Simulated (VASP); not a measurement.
Here is a VASP 6.6.1 calculation.

The input INCAR:

```
SYSTEM = Mo
PREC = Accurate
ENCUT = 520
EDIFF = 1E-6
ISMEAR = 0
SIGMA = 0.1
LREAL = .False.
LASPH = .True.
NELM = 100
ALGO = Normal
ISIF = 2
LWAVE = .False.
LCHARG = .False.
GGA = PS
NBANDS = 96
```

File KPOINTS:

```
Automatic mesh
0
Gamma
  6 6 6
  0 0 0
```

The input POSCAR:

```
Mo
1.0
    2.6612915509      1.5364973933      8.9414577997
   -2.6612915509      1.5364973933      8.9414577997
    0.0000000000     -3.0729947866      8.9414577997
Mo
12
Direct
    0.0441149938      0.5504784251      0.0441149938
    0.0441149938      0.0441149938      0.5504784251
    0.5504784251      0.0441149938      0.0441149938
    0.9558850062      0.4495215749      0.9558850062
    0.4495215749      0.9558850062      0.9558850062
    0.9558850062      0.9558850062      0.4495215749
    0.2090463101      0.7025506624      0.2090463101
    0.2090463101      0.2090463101      0.7025506624
    0.7025506624      0.2090463101      0.2090463101
    0.7909536899      0.2974493376      0.7909536899
    0.2974493376      0.7909536899      0.7909536899
    0.7909536899      0.7909536899      0.2974493376
```

Potentials or basis: VASP PAW PBE potentials, release 64 (Mo_sv).

Run with:

```console
$ cat potpaw_PBE.64/Mo_sv/POTCAR > POTCAR
$ mpirun -np 1 vasp_std > vasp.out
```

(1) What does it give for the largest force?

(2) Estimate the pressure.

(3) Predict the band gap on the k mesh.

Answers

(1) 0.018 eV/Å.

(2) 0.5 GPa.

(3) zero (band 84 reaches 10.95 eV, above the bottom of band 85 at 9.44 eV).

Caveat: the PAW data sets were made with another functional, which shifts forces and pressure a little.
